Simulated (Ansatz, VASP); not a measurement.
# Ge: VASP beside Ansatz

File POSCAR:

```
Ge
1.0
    0.0000000000      2.8360149687      2.8360149687
    2.8360149687      0.0000000000      2.8360149687
    2.8360149687      2.8360149687      0.0000000000
Ge
2
Direct
    0.5000000000      0.5000000000      0.5000000000
    0.7500000000      0.7500000000      0.7500000000
```

File INCAR.step1:

```
  ALGO = Normal
  EDIFF = 1E-4
  ENCUT = 520
  GGA = PE
  ISMEAR = -1
  LASPH = T
  LCHARG = F
  LREAL = F
  LWAVE = T
  NBANDS = 21
  NELM = 100
  PREC = Accurate
  SIGMA = 0.1
```

File INCAR.step2:

```
  ALGO = Normal
  EDIFF = 1E-7
  ENCUT = 520
  ISIF = 2
  ISMEAR = -1
  ISTART = 1
  LASPH = T
  LCHARG = T
  LELF = T
  LMIXTAU = T
  LREAL = F
  LVHAR = T
  LWAVE = F
  METAGGA = R2SCAN
  NBANDS = 21
  NELM = 100
  PREC = Accurate
  SIGMA = 0.1
```

KPOINTS

```
k-points
0
Gamma
  10 10 10
```

Input for Ansatz:

```yaml
crystal:
  lattice:
    - [0.0, 2.8360149687, 2.8360149687]
    - [2.8360149687, 0.0, 2.8360149687]
    - [2.8360149687, 2.8360149687, 0.0]
  atoms:
    - { symbol: Ge, position: [0.5, 0.5, 0.5] }
    - { symbol: Ge, position: [0.75, 0.75, 0.75] }
hamiltonian:
  xc: r2scan
  pseudopotentials:
    kind: paw
    azcp:
      Ge: "pseudopotentials/Ge.paw.azcp"
basis:
  ecutwfc: 500
  fft_grid_basis: typed
kpoints:
  mp_grid: { grid: [10, 10, 10], shift: [0, 0, 0] }
magnetization:
  spin_polarized: false
scf:
  occupations: { method: fermi_dirac, width: 0.1 }
  lower_state_search: "off"
output:
  stress: true
```

Alike in both runs: task single point; functional r2SCAN; k mesh 10 × 10 × 10; occupations fermi-dirac, width 0.1 eV; no spin polarisation.

|  | VASP | Ansatz |
| --- | --- | --- |
| version | VASP 6.6.1 | Ansatz 0.2.0 |
| potentials or method | VASP PAW PBE potentials, release 64 (Ge_d), cutoff 520 eV | plane waves (500 eV) with PAW, scalar-relativistic |
| valence electrons in the cell | 28 | 28 |

```tsv
	VASP	Ansatz	Ansatz less VASP
pressure (GPa)	0.2	0.1	-0.04
```

VASP's potentials were made for PBE, not for r2SCAN.
